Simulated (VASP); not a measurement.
# WSe2 (P6_3/mmc) in VASP: further runs

WSe2 is run at these levels: PBEsol+D3(BJ); tasks: single point.

Program: VASP 6.6.1. These are calculated values, not measurements. Logs are shortened: lines on timing, memory, paths and dates and some standing lists are left out, and cuts for length are marked.

### 1 The cell of the first run

The structure is hexagonal, space group P6_3/mmc (No. 194). The conventional cell has a = 3.360 Å, b = 3.360 Å, c = 12.415 Å, α = 90.00°, β = 90.00°, γ = 120.00°. Within 3.4 Å of W (site symmetry -6m2) lie 6 Se at 2.57 Å and 6 W at 3.36 Å. Se (site symmetry 3m) has 3 W at 2.57 Å and 10 Se at 3.36 to 3.44 Å within 3.5 Å.

### 2 Single point, PBEsol+D3(BJ) (strain +0.0400 x Voigt [1, 1, 0, 0, 0, 0])

File INCAR:

```
ALGO = Normal
EDIFF = 1E-6
ENCUT = 520
GGA = PS
ISIF = 2
ISMEAR = 0
IVDW = 12
LASPH = T
LCHARG = F
LREAL = F
LWAVE = F
NBANDS = 35
NELM = 80
PREC = Accurate
SIGMA = 0.05
```

File KPOINTS:

```
k-points
0
Gamma
  12 12 4
```

File POSCAR:

```
WSe2
1.0
    3.3596740132      0.0000000000      0.0000000000
   -1.6798370066      2.9095630438      0.0000000000
    0.0000000000      0.0000000000     12.4145017028
W Se
2 4
Direct
    0.3333333333      0.6666666667      0.2500000000
    0.6666666667      0.3333333333      0.7500000000
    0.3333333333      0.6666666667      0.6145805872
    0.6666666667      0.3333333333      0.1145805872
    0.3333333333      0.6666666667      0.8854194128
    0.6666666667      0.3333333333      0.3854194128
```

Potentials or basis: VASP PAW PBE potentials, release 64 (W_sv, Se).

The run is started by

```console
cat potpaw_PBE.64/W_sv/POTCAR potpaw_PBE.64/Se/POTCAR > POTCAR
mpirun -np 1 vasp_std > vasp.out
```

OUTCAR:

```text
EDIFF = 1E-6
   ENCUT = 520
   GGA = PS
   ISIF = 2
   ISMEAR = 0
   IVDW = 12
   LASPH = T
   LREAL = F
   NELM = 80
   PREC = Accurate
 IVDW          = 12

 ion  position               nearest neighbor table
   1  0.333  0.667  0.250-   4 2.57   6 2.57   4 2.57   6 2.57   4 2.57   6 2.57
   2  0.667  0.333  0.750-   3 2.57   5 2.57   3 2.57   5 2.57   3 2.57   5 2.57
   3  0.333  0.667  0.615-   2 2.57   2 2.57   2 2.57
   4  0.667  0.333  0.115-   1 2.57   1 2.57   1 2.57
   5  0.333  0.667  0.885-   2 2.57   2 2.57   2 2.57
   6  0.667  0.333  0.385-   1 2.57   1 2.57   1 2.57

  LATTYP: Found a hexagonal cell.
 ALAT       =     3.3596740132
 C/A-ratio  =     3.6951506765

  Lattice vectors:

 A1 = (   3.3596740132,   0.0000000000,   0.0000000000)
 A2 = (  -1.6798370066,   2.9095630438,   0.0000000000)
 A3 = (   0.0000000000,   0.0000000000,  12.4145017028)

Analysis of symmetry for initial positions (statically):
=====================================================================
 Subroutine PRICEL returns:
 Original cell was already a primitive cell.

 Routine SETGRP: Setting up the symmetry group for a
 hexagonal supercell.

 Subroutine GETGRP returns: Found 24 space group operations
 (whereof 12 operations were pure point group operations)
 out of a pool of 24 trial point group operations.

The static configuration has the point symmetry D_3d.
 The point group associated with its full space group is D_6h.

Analysis of symmetry for dynamics (positions and initial velocities):
=====================================================================
 Subroutine PRICEL returns:
 Original cell was already a primitive cell.

 Routine SETGRP: Setting up the symmetry group for a
 hexagonal supercell.

 Subroutine GETGRP returns: Found 24 space group operations
 (whereof 12 operations were pure point group operations)
 out of a pool of 24 trial point group operations.

The dynamic configuration has the point symmetry D_3d.
 The point group associated with its full space group is D_6h.

 Subroutine INISYM returns: Found 24 space group operations
 (whereof 12 operations are pure point group operations),
 and found     1 'primitive' translations

----------------------------------------------------------------------------------------

                                     Primitive cell

  volume of cell :     121.3540

  direct lattice vectors                    reciprocal lattice vectors
     3.359674013  0.000000000  0.000000000     0.297647925  0.171847110  0.000000000
    -1.679837007  2.909563044  0.000000000     0.000000000  0.343694220  0.000000000
     0.000000000  0.000000000 12.414501703     0.000000000  0.000000000  0.080550958

  length of vectors
     3.359674013  3.359674013 12.414501703     0.343694220  0.343694220  0.080550958

  position of ions in fractional coordinates (direct lattice)
     0.333333333  0.666666667  0.250000000
     0.666666667  0.333333333  0.750000000
     0.333333333  0.666666667  0.614580587
     0.666666667  0.333333333  0.114580587
     0.333333333  0.666666667  0.885419413
     0.666666667  0.333333333  0.385419413

  ion indices of the primitive-cell ions
   primitive index   ion index
                 1           1
                 2           2
                 3           3
                 4           4
                 5           5
                 6           6

----------------------------------------------------------------------------------------

 KPOINTS: k-points

Automatic generation of k-mesh.
 Grid dimensions read from file:
 generate k-points for:   12   12    4

 Generating k-lattice:

  Cartesian coordinates                     Fractional coordinates (reciprocal lattice)
     0.024803994  0.014320592  0.000000000     0.083333333 -0.000000000  0.000000000
     0.000000000  0.028641185  0.000000000     0.000000000  0.083333333  0.000000000
     0.000000000  0.000000000  0.020137739     0.000000000  0.000000000  0.250000000

  Length of vectors
     0.028641185  0.028641185  0.020137739

  Shift w.r.t. Gamma in fractional coordinates (k-lattice)
     0.000000000  0.000000000  0.000000000

 Subroutine IBZKPT returns following result:
 ===========================================

 Found     57 irreducible k-points:

 Following reciprocal coordinates:
            Coordinates               Weight
  0.000000  0.000000  0.000000      1.000000
  0.083333  0.000000  0.000000      6.000000
  0.166667  0.000000  0.000000      6.000000
  0.250000  0.000000  0.000000      6.000000
  0.333333  0.000000  0.000000      6.000000
  0.416667  0.000000  0.000000      6.000000
[... 16 lines left out ...]
  0.250000  0.000000  0.250000     12.000000
  0.333333  0.000000  0.250000     12.000000
 [... further k-points ...]
   k-points           NKPTS =     57   k-points in BZ     NKDIM =     57   number of bands    NBANDS=     35
   number of dos      NEDOS =    301   number of ions     NIONS =      6
   total plane-waves  NPLWV =  75264
   dimension x,y,z NGX =    28 NGY =   28 NGZ =   96
   dimension x,y,z NGXF=    56 NGYF=   56 NGZF=  192
   ions per type =               2   4
   NGX,Y,Z   is equivalent  to a cutoff of  13.86, 13.86, 12.86 a.u.
   NGXF,Y,Z  is equivalent  to a cutoff of  27.71, 27.71, 25.71 a.u.
 SYSTEM =  unknown system
   PREC   = accura    normal or accurate (medium, high low for compatibility)
   ISTART =      0    job   : 0-new  1-cont  2-samecut
   ICHARG =      2    charge: 1-file 2-atom 10-const
   ISPIN  =      1    spin polarized calculation?
   LNONCOLLINEAR =      F non collinear calculations
   LSORBIT =      F    spin-orbit coupling
   LASPH  =      T    aspherical Exc in radial PAW
   ENCUT  =  520.0 eV  38.22 Ry    6.18 a.u.   6.25  6.25 23.08*2*pi/ulx,y,z
   NELM   =     80;   NELMIN=  2; NELMDL= -5     # of ELM steps
   EDIFF  = 0.1E-05   stopping-criterion for ELM
   LREAL  =      F    real-space projection
   EDIFFG = 0.1E-04   stopping-criterion for IOM
   NSW    =      0    number of steps for IOM
   IBRION =     -1    ionic relax: 0-MD 1-quasi-New 2-CG
   NFREE  =      0    steps in history (QN), initial steepest desc. (CG)
   ISIF   =      2    stress and relaxation
   ISYM   =      2    0-nonsym 1-usesym 2-fastsym
   POTIM  = 0.5000    time-step for ionic-motion
   TEBEG  =    0.0;   TEEND  =   0.0 temperature during run
   PSTRESS=    0.0 pullay stress
   NELECT =      52.0000    total number of electrons
   NUPDOWN=      -1.0000    fix difference up-down
   EMIN   =  10.00;   EMAX   =-10.00  energy-range for DOS
   EFERMI =   0.00;   METHOD = LEGACY
   ISMEAR =     0;   SIGMA  =   0.05  broadening in eV -4-tet -1-fermi 0-gaus
   EFERMI_NEDOS =   21; number of points for ismear=-14 and -15
   IALGO  =     38    algorithm
   IMIX   =      4    mixing-type and parameters
     AMIX     =   0.40;   BMIX     =  1.00
     AMIX_MAG =   1.60;   BMIX_MAG =  1.00
  volume/ion in A,a.u.               =      20.23       136.49
  Fermi-wavevector in a.u.,A,eV,Ry     =   1.234216  2.332330 20.725611  1.523289
  Thomas-Fermi vector in A             =   2.368915
   LORBIT       =      0    0 simple, 1 ext, 2 COOP (PROOUT), +10 PAW based schemes
   GGA     = PS    functional components
   LHFCALC =     F    Hartree Fock is set to
   AEXX    =    0.0000 exact exchange contribution
   IVDW    =    12    specifies the selected vdW correction
   LEPSILON=     F    determine dielectric tensor
   LRPA    =     F    only Hartree local field effects (RPA)
 non-spin polarized calculation
 Gauss-broadening in eV      SIGMA  =   0.05
  energy-cutoff  :      520.00
  volume of cell :      121.35
 maximum number of plane-waves:      3287
 NGX is ok and might be reduce to    28
   NGX = 13   NGY = 13   NGZ = 47

 number of electron      52.0000005 magnetization

 Free energy of the ion-electron system (eV)
  ---------------------------------------------------
  ext. energy  EPLUGINS =         0.00000000
  ---------------------------------------------------
  free energy    TOTEN  =       -46.32996912 eV

  energy without entropy =      -46.32996912  energy(sigma->0) =      -46.32996912

 E-fermi :   6.6349     XC(G=0): -11.0074

 val. band max:        6.3415439406   @ k =   0.0000   0.0000   0.0000
 cond. band min:       7.0691841570   @ k =   0.1667   0.1667   0.0000
 fundamental gap:      0.7276402164
 Fermi energy:         6.6348734859

 k-point     1 :       0.0000    0.0000    0.0000
  band No.  band energies     occupation
      1     -68.2137      2.00000
      2     -68.2137      2.00000
      3     -32.4028      2.00000
      4     -32.4027      2.00000
      5     -32.3301      2.00000
      6     -32.3301      2.00000
[... 27 lines left out ...]
     34       8.9602      0.00000
     35      10.2708      0.00000

 k-point     2 :       0.0833    0.0000    0.0000
  band No.  band energies     occupation
      1     -68.2132      2.00000
      2     -68.2132      2.00000
      3     -32.4005      2.00000
      4     -32.4004      2.00000
      5     -32.3425      2.00000
      6     -32.3425      2.00000
[... 27 lines left out ...]
     34       8.8615      0.00000
     35      10.8944      0.00000

 k-point     3 :       0.1667    0.0000    0.0000
  band No.  band energies     occupation
      1     -68.2118      2.00000
      2     -68.2118      2.00000
      3     -32.3941      2.00000
      4     -32.3941      2.00000
      5     -32.3762      2.00000
      6     -32.3762      2.00000
[... 27 lines left out ...]
     34       9.3247      0.00000
     35      11.8727      0.00000
[... 723 lines left out ...]
 k-point    23 :       0.2500    0.0000    0.2500
  band No.  band energies     occupation
      1     -68.2100      2.00000
      2     -68.2100      2.00000
      3     -32.4220      2.00000
      4     -32.4220      2.00000
      5     -32.3855      2.00000
      6     -32.3854      2.00000
[... 27 lines left out ...]
     34       9.7514      0.00000
     35      12.1798      0.00000

 k-point    24 :       0.3333    0.0000    0.2500
  band No.  band energies     occupation
      1     -68.2081      2.00000
      2     -68.2081      2.00000
      3     -32.4674      2.00000
      4     -32.4674      2.00000
      5     -32.3768      2.00000
      6     -32.3768      2.00000
[... 27 lines left out ...]
     34      10.0865      0.00000
     35      11.1771      0.00000

 [... further k-points ...]

------------------------ aborting loop because EDIFF is reached ----------------------------------------

 Edisp (eV)   -2.64046

 E8    (eV) :    -1.7761

  FORCE on cell =-STRESS in cart. coord.  units (eV):
  Direction    XX          YY          ZZ          XY          YZ          ZX
  --------------------------------------------------------------------------------------
  -------------------------------------------------------------------------------------
  Total      -8.28676    -8.28676    -5.20449     0.00000     0.00000     0.00000
  in kB    -109.40596  -109.40596   -68.71230     0.00000     0.00000     0.00000
  external pressure =      -95.84 kB  Pullay stress =        0.00 kB

 VOLUME and BASIS-vectors are now :
 -----------------------------------------------------------------------------
  energy-cutoff  :      520.00
  volume of cell :      121.35
      direct lattice vectors                 reciprocal lattice vectors
     3.359674013  0.000000000  0.000000000     0.297647925  0.171847110  0.000000000
    -1.679837007  2.909563044  0.000000000     0.000000000  0.343694220  0.000000000
     0.000000000  0.000000000 12.414501703     0.000000000  0.000000000  0.080550958

 POSITION                                       TOTAL-FORCE (eV/Angst)
 -----------------------------------------------------------------------------------
     -0.00000      1.93971      3.10363         0.000000     -0.000000     -0.000000
      1.67984      0.96985      9.31088         0.000000      0.000000     -0.000000
     -0.00000      1.93971      7.62971        -0.000000     -0.000000      0.733815
      1.67984      0.96985      1.42246        -0.000000     -0.000000      0.733815
     -0.00000      1.93971     10.99204        -0.000000     -0.000000     -0.733815
      1.67984      0.96985      4.78479        -0.000000      0.000000     -0.733815
 -----------------------------------------------------------------------------------
    total drift:                               -0.000000      0.000000     -0.000000

  FREE ENERGIE OF THE ION-ELECTRON SYSTEM (eV)
  ---------------------------------------------------
  free  energy   TOTEN  =       -48.9704285219 eV

  energy  without entropy=      -48.9704285219  energy(sigma->0) =      -48.97042852
```

Run time: 8.7 min. Hardware: 1 thread of AMD EPYC 7R13, shared host; peak memory 0.35 GiB.

What came out:

| Property | Result |
| --- | --- |
| Free energy | -48.9704 eV |
| Pressure | -9.6 GPa |
| Largest force | 0.734 eV/Å |
| Band gap on the k mesh | 0.73 eV (least direct gap 1.29 eV) |
| Dispersion energy per atom | -0.440 eV |

Forces in eV/Å, atoms in the order of the input:
```
W    0.000  0.000  0.000
W    0.000  0.000  0.000
Se   0.000  0.000  0.734
Se   0.000  0.000  0.734
Se   0.000  0.000 -0.734
Se   0.000  0.000 -0.734
```

Caveat: the cell differs from its parent crystal (strain +0.0400 x Voigt [1, 1, 0, 0, 0, 0]); the cell stands under tension; the PAW data sets were made with another functional, which shifts forces and pressure a little; spin-orbit coupling is left out, which moves the levels of the heavy elements. A k mesh can miss the band edges.

(Part 1 of 2 ends here.)
